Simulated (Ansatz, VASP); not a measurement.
One calculation of Ti, two programs

The input INCAR:

```
  ALGO = Normal
  EDIFF = 1E-7
  ENCUT = 520
  GGA = CA
  ISIF = 2
  ISMEAR = 0
  LASPH = True
  LCHARG = False
  LREAL = False
  LWAVE = False
  NBANDS = 12
  NELM = 60
  PREC = Accurate
  SIGMA = 0.1
```

File KPOINTS:

```
k-points
0
Gamma
  8 8 8
```

The input POSCAR:

```
Ti
1.0
   -1.5888310474      1.5888310474      1.5888310474
    1.5888310474     -1.5888310474      1.5888310474
    1.5888310474      1.5888310474     -1.5888310474
Ti
1
Direct
    0.0000000000      0.0000000000      0.0000000000
```

Input for Ansatz:

```yaml
crystal:
  lattice:
    - [-1.588831047364867, 1.588831047364867, 1.588831047364867]
    - [1.588831047364867, -1.588831047364867, 1.588831047364867]
    - [1.588831047364867, 1.588831047364867, -1.588831047364867]
  atoms:
    - { symbol: Ti, position: [1.2576033612968254e-35, -4.36539100623651e-34, -5.02418083158641e-34] }
basis:
  ecutwfc: 470.0
kpoints:
  mp_grid:
    grid: [8, 8, 8]
hamiltonian:
  xc: lda
scf:
  occupations:
    method: gaussian
output:
  forces: true
  stress: true
```

Alike in both runs: task single point; functional LDA; k mesh 8 × 8 × 8; no spin polarisation.

|  | VASP | Ansatz |
| --- | --- | --- |
| version | VASP 6.6.1 | Ansatz 0.2.0 |
| potentials or method | VASP PAW LDA potentials, release 64 (Ti_sv), cutoff 520 eV | plane waves, PAW |
| occupations | gaussian, width 0.1 eV | gaussian |
| valence electrons in the cell | 12 | 12 |

VASP gave:

| Item | Value |
| --- | --- |
| pressure (GPa) | -1.3 |

Question: What did Ansatz give for the same quantities?

Answer: Pressure (GPa): -1.1.

LDA's correlation is that of Perdew and Zunger in VASP and of Perdew and Wang (1992) in Ansatz.
